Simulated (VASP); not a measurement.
# CuO (CsCl type) (P4mm) in VASP: single point with PBE

Aim: the single point of CuO (CsCl type) with PBE.

All numbers are computed with VASP 6.6.1; they aren't measurements. Logs are shortened: lines on timing, memory, paths and dates and some standing lists are left out, and cuts for length are marked.

**1. The cell of the first run**

The structure is tetragonal, space group P4mm (No. 99). Conventional cell: a = 2.637 Å, b = 2.637 Å, c = 2.637 Å, α = 90.00°, β = 90.00°, γ = 90.00°. Cu (site symmetry 4mm) has 8 O at 2.17 to 2.40 Å and 6 Cu at 2.64 Å within 2.9 Å. Within 2.9 Å of O (site symmetry 4mm) lie 8 Cu at 2.17 to 2.40 Å and 6 O at 2.64 Å.

**2. Single point, PBE (0.0, 0.0] A)**

INCAR reads:

```
SYSTEM = CuO
  PREC = Accurate
  ENCUT = 520
  EDIFF = 1E-6
  ISMEAR = -1
  SIGMA = 0.08
  LREAL = .FALSE.
  LASPH = .TRUE.
  NELM = 60
  ALGO = Normal
  ISIF = 2
  LWAVE = .FALSE.
  LCHARG = .FALSE.
  GGA = PE
  NBANDS = 16
```

KPOINTS reads:

```
regular mesh
0
G
  12 12 12
  0 0 0
```

POSCAR reads:

```
CuO
1.0
    2.6368332336      0.0000000000      0.0000000000
    0.0000000000      2.6368332336      0.0000000000
    0.0000000000      0.0000000000      2.6368332336
Cu O
1 1
Direct
    0.0758485586      0.0000000000      0.0000000000
    0.5000000000      0.5000000000      0.5000000000
```

Potentials or basis: VASP PAW PBE potentials, release 64 (Cu, O).

Command:

```bash
$ cat potpaw_PBE.64/Cu/POTCAR potpaw_PBE.64/O/POTCAR > POTCAR
$ mpirun -np 1 vasp_std > vasp.out
```

OUTCAR:

```text
SYSTEM = CuO
   PREC = Accurate
   ENCUT = 520
   EDIFF = 1E-6
   ISMEAR = -1
   LREAL = .FALSE.
   LASPH = .TRUE.
   NELM = 60
   ISIF = 2
   GGA = PE

 ion  position               nearest neighbor table
   1  0.076  0.000  0.000-   2 2.17   2 2.17   2 2.17   2 2.17
   2  0.500  0.500  0.500-   1 2.17   1 2.17   1 2.17   1 2.17

  LATTYP: Found a simple cubic cell.
 ALAT       =     2.6368332336

  Lattice vectors:

 A1 = (   2.6368332336,   0.0000000000,   0.0000000000)
 A2 = (   0.0000000000,   2.6368332336,   0.0000000000)
 A3 = (   0.0000000000,   0.0000000000,   2.6368332336)

Analysis of symmetry for initial positions (statically):
=====================================================================
 Subroutine PRICEL returns:
 Original cell was already a primitive cell.

 Routine SETGRP: Setting up the symmetry group for a
 simple cubic supercell.

 Subroutine GETGRP returns: Found  8 space group operations
 (whereof  8 operations were pure point group operations)
 out of a pool of 48 trial point group operations.

The static configuration has the point symmetry C_4v.

Analysis of symmetry for dynamics (positions and initial velocities):
=====================================================================
 Subroutine PRICEL returns:
 Original cell was already a primitive cell.

 Routine SETGRP: Setting up the symmetry group for a
 simple cubic supercell.

 Subroutine GETGRP returns: Found  8 space group operations
 (whereof  8 operations were pure point group operations)
 out of a pool of 48 trial point group operations.

The dynamic configuration has the point symmetry C_4v.

 Subroutine INISYM returns: Found  8 space group operations
 (whereof  8 operations are pure point group operations),
 and found     1 'primitive' translations

----------------------------------------------------------------------------------------

                                     Primitive cell

  volume of cell :      18.3336

  direct lattice vectors                    reciprocal lattice vectors
     2.636833234  0.000000000  0.000000000     0.379242793  0.000000000  0.000000000
     0.000000000  2.636833234  0.000000000     0.000000000  0.379242793  0.000000000
     0.000000000  0.000000000  2.636833234     0.000000000  0.000000000  0.379242793

  length of vectors
     2.636833234  2.636833234  2.636833234     0.379242793  0.379242793  0.379242793

  position of ions in fractional coordinates (direct lattice)
     0.075848559  0.000000000  0.000000000
     0.500000000  0.500000000  0.500000000

  ion indices of the primitive-cell ions
   primitive index   ion index
                 1           1
                 2           2

----------------------------------------------------------------------------------------

 KPOINTS: regular mesh

Automatic generation of k-mesh.
 Grid dimensions read from file:
 generate k-points for:   12   12   12

 Generating k-lattice:

  Cartesian coordinates                     Fractional coordinates (reciprocal lattice)
     0.031603566  0.000000000  0.000000000     0.083333333  0.000000000  0.000000000
     0.000000000  0.031603566  0.000000000     0.000000000  0.083333333  0.000000000
     0.000000000  0.000000000  0.031603566     0.000000000  0.000000000  0.083333333

  Length of vectors
     0.031603566  0.031603566  0.031603566

  Shift w.r.t. Gamma in fractional coordinates (k-lattice)
     0.000000000  0.000000000  0.000000000

 Subroutine IBZKPT returns following result:
 ===========================================

 Found    196 irreducible k-points:

 Following reciprocal coordinates:
            Coordinates               Weight
  0.000000  0.000000  0.000000      1.000000
  0.083333  0.000000  0.000000      2.000000
  0.000000  0.083333  0.000000      4.000000
  0.166667  0.000000  0.000000      2.000000
  0.000000  0.166667  0.000000      4.000000
  0.250000  0.000000  0.000000      2.000000
[... 16 lines left out ...]
  0.000000  0.333333  0.083333      8.000000
  0.083333  0.000000  0.333333      8.000000
 [... further k-points ...]
   k-points           NKPTS =    196   k-points in BZ     NKDIM =    196   number of bands    NBANDS=     16
   number of dos      NEDOS =    301   number of ions     NIONS =      2
   total plane-waves  NPLWV =   8000
   dimension x,y,z NGX =    20 NGY =   20 NGZ =   20
   dimension x,y,z NGXF=    40 NGYF=   40 NGZF=   40
   ions per type =               1   1
   NGX,Y,Z   is equivalent  to a cutoff of  12.61, 12.61, 12.61 a.u.
   NGXF,Y,Z  is equivalent  to a cutoff of  25.22, 25.22, 25.22 a.u.
 SYSTEM =  CuO
   PREC   = accura    normal or accurate (medium, high low for compatibility)
   ISTART =      0    job   : 0-new  1-cont  2-samecut
   ICHARG =      2    charge: 1-file 2-atom 10-const
   ISPIN  =      1    spin polarized calculation?
   LNONCOLLINEAR =      F non collinear calculations
   LSORBIT =      F    spin-orbit coupling
   LASPH  =      T    aspherical Exc in radial PAW
   ENCUT  =  520.0 eV  38.22 Ry    6.18 a.u.   4.90  4.90  4.90*2*pi/ulx,y,z
   NELM   =     60;   NELMIN=  2; NELMDL= -5     # of ELM steps
   EDIFF  = 0.1E-05   stopping-criterion for ELM
   LREAL  =      F    real-space projection
   EDIFFG = 0.1E-04   stopping-criterion for IOM
   NSW    =      0    number of steps for IOM
   IBRION =     -1    ionic relax: 0-MD 1-quasi-New 2-CG
   NFREE  =      0    steps in history (QN), initial steepest desc. (CG)
   ISIF   =      2    stress and relaxation
   ISYM   =      2    0-nonsym 1-usesym 2-fastsym
   POTIM  = 0.5000    time-step for ionic-motion
   TEBEG  =    0.0;   TEEND  =   0.0 temperature during run
   PSTRESS=    0.0 pullay stress
   NELECT =      17.0000    total number of electrons
   NUPDOWN=      -1.0000    fix difference up-down
   EMIN   =  10.00;   EMAX   =-10.00  energy-range for DOS
   EFERMI =   0.00;   METHOD = LEGACY
   ISMEAR =    -1;   SIGMA  =   0.08  broadening in eV -4-tet -1-fermi 0-gaus
   EFERMI_NEDOS =   21; number of points for ismear=-14 and -15
   IALGO  =     38    algorithm
   IMIX   =      4    mixing-type and parameters
     AMIX     =   0.40;   BMIX     =  1.00
     AMIX_MAG =   1.60;   BMIX_MAG =  1.00
  volume/ion in A,a.u.               =       9.17        61.86
  Fermi-wavevector in a.u.,A,eV,Ry     =   1.596400  3.016759 34.674366  2.548494
  Thomas-Fermi vector in A             =   2.694169
   LORBIT       =      0    0 simple, 1 ext, 2 COOP (PROOUT), +10 PAW based schemes
   GGA     = PE    functional components
   LHFCALC =     F    Hartree Fock is set to
   AEXX    =    0.0000 exact exchange contribution
   IVDW    =     0    specifies the selected vdW correction
   LEPSILON=     F    determine dielectric tensor
   LRPA    =     F    only Hartree local field effects (RPA)
 non-spin polarized calculation
  energy-cutoff  :      520.00
  volume of cell :       18.33
 maximum number of plane-waves:       512
 NGX is ok and might be reduce to    20
   NGX =  9   NGY =  9   NGZ =  9

 number of electron      17.0000032 magnetization

 Free energy of the ion-electron system (eV)
  ---------------------------------------------------
  ext. energy  EPLUGINS =         0.00000000
  ---------------------------------------------------
  free energy    TOTEN  =        -8.63193669 eV

  energy without entropy =       -8.56416935  energy(sigma->0) =       -8.59805302

 E-fermi :   6.3351     XC(G=0): -12.7467

 val. band max:        6.3345483007   @ k =   0.0833   0.4167   0.2500
 cond. band min:       6.3393230719   @ k =   0.3333   0.1667   0.0000
 fundamental gap:      0.0047747712
 Fermi energy:         6.3350875166

 k-point     1 :       0.0000    0.0000    0.0000
  band No.  band energies     occupation
      1     -12.9729      2.00000
      2       2.7786      2.00000
      3       3.0491      2.00000
      4       4.1247      2.00000
      5       4.1247      2.00000
      6       4.6750      2.00000
[... 8 lines left out ...]
     15      26.7545      0.00000
     16      38.3866      0.00000

 k-point     2 :       0.0833    0.0000    0.0000
  band No.  band energies     occupation
      1     -12.9057      2.00000
      2       2.5904      2.00000
      3       3.0656      2.00000
      4       3.9630      2.00000
      5       3.9630      2.00000
      6       4.5690      2.00000
[... 8 lines left out ...]
     15      27.1878      0.00000
     16      36.8616      0.00000

 k-point     3 :       0.0000    0.0833    0.0000
  band No.  band energies     occupation
      1     -12.9047      2.00000
      2       2.6984      2.00000
      3       2.9253      2.00000
      4       3.9326      2.00000
      5       3.9401      2.00000
      6       4.5436      2.00000
[... 8 lines left out ...]
     15      27.0346      0.00000
     16      36.7829      0.00000

 k-point     4 :       0.1667    0.0000    0.0000
  band No.  band energies     occupation
      1     -12.7159      2.00000
      2       1.8386      2.00000
      3       3.1111      2.00000
      4       3.6635      2.00000
      5       3.6635      2.00000
      6       4.3226      2.00000
[... 8 lines left out ...]
     15      28.3922      0.00000
     16      34.2379      0.00000

 k-point     5 :       0.0000    0.1667    0.0000
  band No.  band energies     occupation
      1     -12.7120      2.00000
      2       1.8587      2.00000
      3       2.9261      2.00000
      4       3.5962      2.00000
      5       3.9738      2.00000
      6       4.1100      2.00000
[... 8 lines left out ...]
     15      28.1650      0.00000
     16      34.2918      0.00000

 k-point     6 :       0.2500    0.0000    0.0000
  band No.  band energies     occupation
      1     -12.4377      2.00000
      2       0.7406      2.00000
      3       3.1739      2.00000
      4       3.3771      2.00000
      5       3.3771      2.00000
      6       4.5190      2.00000
[... 8 lines left out ...]
     15      30.1899      0.00000
     16      31.9155      0.00000

 k-point     7 :       0.0000    0.2500    0.0000
  band No.  band energies     occupation
      1     -12.4292      2.00000
      2       0.6893      2.00000
      3       3.0092      2.00000
      4       3.2820      2.00000
      5       3.7737      2.00000
      6       4.2944      2.00000
[... 8 lines left out ...]
     15      29.9705      0.00000
     16      31.9709      0.00000

 k-point     8 :       0.3333    0.0000    0.0000
  band No.  band energies     occupation
      1     -12.1330      2.00000
      2      -0.2809      2.00000
      3       3.1520      2.00000
      4       3.1520      2.00000
      5       3.2373      2.00000
      6       4.7177      2.00000
[... 8 lines left out ...]
     15      29.9961      0.00000
     16      32.3486      0.00000

 k-point     9 :       0.0000    0.3333    0.0000
  band No.  band energies     occupation
      1     -12.1190      2.00000
      2      -0.3603      2.00000
      3       3.0373      2.00000
      4       3.0937      2.00000
      5       3.5286      2.00000
      6       4.6901      2.00000
[... 8 lines left out ...]
     15      30.0048      0.00000
     16      32.1949      0.00000
[... 172 lines left out ...]
 k-point    19 :       0.2500    0.0833    0.0000
  band No.  band energies     occupation
      1     -12.3794      2.00000
      2       0.8043      2.00000
      3       2.9296      2.00000
      4       3.3852      2.00000
      5       3.4464      2.00000
      6       4.5928      2.00000
[... 8 lines left out ...]
     15      30.6060      0.00000
     16      31.9720      0.00000

 k-point    20 :       0.0000    0.2500    0.0833
  band No.  band energies     occupation
      1     -12.3715      2.00000
      2       0.7501      2.00000
      3       2.8501      2.00000
      4       3.2467      2.00000
      5       3.8007      2.00000
      6       4.3564      2.00000
[... 8 lines left out ...]
     15      30.3862      0.00000
     16      31.9878      0.00000

 k-point    21 :       0.0833    0.0000    0.2500
  band No.  band energies     occupation
      1     -12.3719      2.00000
      2       0.7498      2.00000
      3       2.8802      2.00000
      4       3.2996      2.00000
      5       3.6839      2.00000
      6       4.4168      2.00000
[... 8 lines left out ...]
     15      30.4629      0.00000
     16      32.0194      0.00000

 k-point    22 :       0.3333    0.0833    0.0000
  band No.  band energies     occupation
      1     -12.0810      2.00000
      2      -0.1906      2.00000
      3       2.9183      2.00000
      4       3.1863      2.00000
      5       3.3752      2.00000
      6       4.6713      2.00000
[... 8 lines left out ...]
     15      30.5003      0.00000
     16      32.8035      0.00000

 k-point    23 :       0.0000    0.3333    0.0833
  band No.  band energies     occupation
      1     -12.0680      2.00000
      2      -0.2707      2.00000
      3       2.8341      2.00000
      4       3.1898      2.00000
      5       3.5753      2.00000
      6       4.6500      2.00000
[... 8 lines left out ...]
     15      30.4191      0.00000
     16      32.7282      0.00000

 k-point    24 :       0.0833    0.0000    0.3333
  band No.  band energies     occupation
      1     -12.0680      2.00000
      2      -0.2714      2.00000
      3       2.9788      2.00000
      4       3.0758      2.00000
      5       3.5396      2.00000
      6       4.7099      2.00000
[... 8 lines left out ...]
     15      30.5827      0.00000
     16      32.6843      0.00000

 [... further k-points ...]

------------------------ aborting loop because EDIFF is reached ----------------------------------------

  FORCE on cell =-STRESS in cart. coord.  units (eV):
  Direction    XX          YY          ZZ          XY          YZ          ZX
  --------------------------------------------------------------------------------------
  -------------------------------------------------------------------------------------
  Total        0.3190164      0.2914422      0.2914422     -0.0000000     -0.0000000      0.0000000
  in kB       27.8788970     25.4691860     25.4691860     -0.0000000     -0.0000000      0.0000000
  external PRESSURE =      26.2724230 kB  Pullay stress =       0.0000000 kB

 VOLUME and BASIS-vectors are now :
 -----------------------------------------------------------------------------
  energy-cutoff  :      520.00
  volume of cell :       18.33
      direct lattice vectors                 reciprocal lattice vectors
     2.636833234  0.000000000  0.000000000     0.379242793  0.000000000  0.000000000
     0.000000000  2.636833234  0.000000000     0.000000000  0.379242793  0.000000000
     0.000000000  0.000000000  2.636833234     0.000000000  0.000000000  0.379242793

 POSITION                                       TOTAL-FORCE (eV/Angst)
 -----------------------------------------------------------------------------------
      0.20000      0.00000      0.00000        -0.015389      0.000000     -0.000000
      1.31842      1.31842      1.31842         0.015389     -0.000000      0.000000
 -----------------------------------------------------------------------------------
    total drift:                               -0.000517      0.000000      0.000005

  FREE ENERGIE OF THE ION-ELECTRON SYSTEM (eV)
  ---------------------------------------------------
  free  energy   TOTEN  =        -8.6319366924 eV

  energy  without entropy=       -8.5641693539  energy(sigma->0) =       -8.59805302
```

It took 18 s on 1 thread of Intel Xeon 6975P-C (Granite Rapids), shared host; peak memory 0.17 GiB.

What came out:

* Free energy: -8.6319 eV
* Pressure: 2.6 GPa
* Largest force: 0.015 eV/Å
* Band gap on the k mesh: zero (an odd number of electrons rules out a gap without spin polarisation)

Forces on the atoms (eV/Å):
```
Cu  -0.015  0.000  0.000
O    0.015  0.000  0.000
```

Stress tensor (GPa, compression positive):
```
2.79 0.00 0.00
0.00 2.55 0.00
0.00 0.00 2.55
```

Levels at points of the mesh, in eV from the Fermi level:
```
           k point  band 5  band 6  band 7  band 8  band 9  band 10  band 11  band 12  band 13  band 14
(0.00, 0.00, 0.00)   -2.21   -1.66   -1.36   -1.27   -1.27     0.70    15.11    15.67    19.63    19.63
(0.50, 0.00, 0.00)   -3.03   -1.60   -1.08    0.32    0.32     6.41     7.84    17.60    17.76    17.76
(0.00, 0.50, 0.00)   -2.99   -1.54   -1.19    0.13    0.44     6.54     7.73    17.62    17.76    18.15
(0.50, 0.50, 0.00)   -2.46   -2.07   -2.03   -1.17   -0.56     5.01    11.38    11.56    16.99    23.93
(0.00, 0.50, 0.50)   -2.36   -1.94   -1.94   -1.22   -0.56     5.17    11.42    11.42    16.96    24.04
(0.50, 0.50, 0.50)   -1.19   -1.13    0.12    0.12    0.27     7.05     7.27     7.27    12.85    21.78
```

Caveat: the cell differs from its parent crystal (0.0, 0.0] A); an odd number of electrons without spin polarisation forces a metal; a magnetic or distorted state may lie lower; semilocal functionals often make such compounds metallic where correlation or magnetic order opens a gap, which also shifts bond lengths.
